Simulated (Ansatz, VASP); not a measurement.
## Y3Si2F in VASP and in Ansatz

The input INCAR:

```
PREC = Accurate
ENCUT = 910
EDIFF = 1E-7
ISMEAR = 0
SIGMA = 0.1
LREAL = False
LASPH = True
NELM = 120
ALGO = Normal
ISIF = 3
LWAVE = False
LCHARG = False
GGA = PE
IBRION = 2
NSW = 90
EDIFFG = -0.04
GGA_COMPAT = False
NELMIN = 4
```

KPOINTS

```
Automatic mesh
0
Gamma
  3 3 6
```

File POSCAR:

```
Y3Si2F
1.0
    6.1364624800      0.0000000000      0.0000000000
   -3.0682312400      5.3143324000      0.0000000000
    0.0000000000      0.0000000000      3.3220697600
Y Si F
3 2 1
Direct
    0.5000000000      0.0000000000      0.5000000000
    0.5000000000      0.5000000000      0.5000000000
    0.0000000000      0.5000000000      0.5000000000
    0.3333333300      0.6666666700      0.0000000000
    0.6666666700      0.3333333300      0.0000000000
    0.0000000000      0.0000000000      0.0000000000
```

Input for Ansatz:

```yaml
crystal:
  lattice:
    - [6.13646248, 0.0, 0.0]
    - [-3.06823124, 5.3143324, 0.0]
    - [0.0, 0.0, 3.32206976]
  atoms:
    - { symbol: "Y", position: [0.5, 0.0, 0.5] }
    - { symbol: "Y", position: [0.5, 0.5, 0.5] }
    - { symbol: "Y", position: [0.0, 0.5, 0.5] }
    - { symbol: Si, position: [0.33333333, 0.66666667, 0.0] }
    - { symbol: Si, position: [0.66666667, 0.33333333, 0.0] }
    - { symbol: F, position: [0.0, 0.0, 0.0] }
basis:
  ecutwfc: 420
kpoints:
  mp_grid: { grid: [3, 3, 6] }
hamiltonian:
  xc: pbe
scf:
  occupations: { method: gaussian, width: 0.1 }
  lower_state_search: "off"
output:
  forces: true
  stress: true
  eigenvalues: true
relax:
  adjacent_minimum: "off"
  f_tol: 0.04
  max_steps: 70
  cell: { stress_tol: 0.4 }
```

Change from the starting cell: species swapped into the SmB2Ru3 type (P6/mmm, No. 191).

Alike in both runs: task relaxation of cell and atoms; functional PBE; k mesh 3 × 3 × 6; occupations gaussian, width 0.1 eV; no spin polarisation.

|  | VASP | Ansatz |
| --- | --- | --- |
| version | VASP 6.6.1 | Ansatz 0.2.0 |
| potentials or method | VASP PAW PBE potentials, release 64 (Y_sv, Si, F_h), cutoff 910 eV | scalar-relativistic, plane waves, PAW |
| valence electrons in the cell | 48 | 48 |

```tsv
	VASP	Ansatz	Ansatz less VASP
gap on the k mesh at the Fermi level, each at its own relaxed structure (eV)	0.03	0.19	+0.157
relaxed volume (Å³/atom)	28.38	30.15	+1.776
relaxed cell length with the largest relative difference (Å)	7.242	7.445	+0.2027
```

One of these differences is far larger than is usual between the two programs; its cause wasn't traced.

Noted on VASP's run: the cutoff is short for stress, so the pressure is rough; the volume moved by over 15 % at a fixed basis, so the end points are rough.
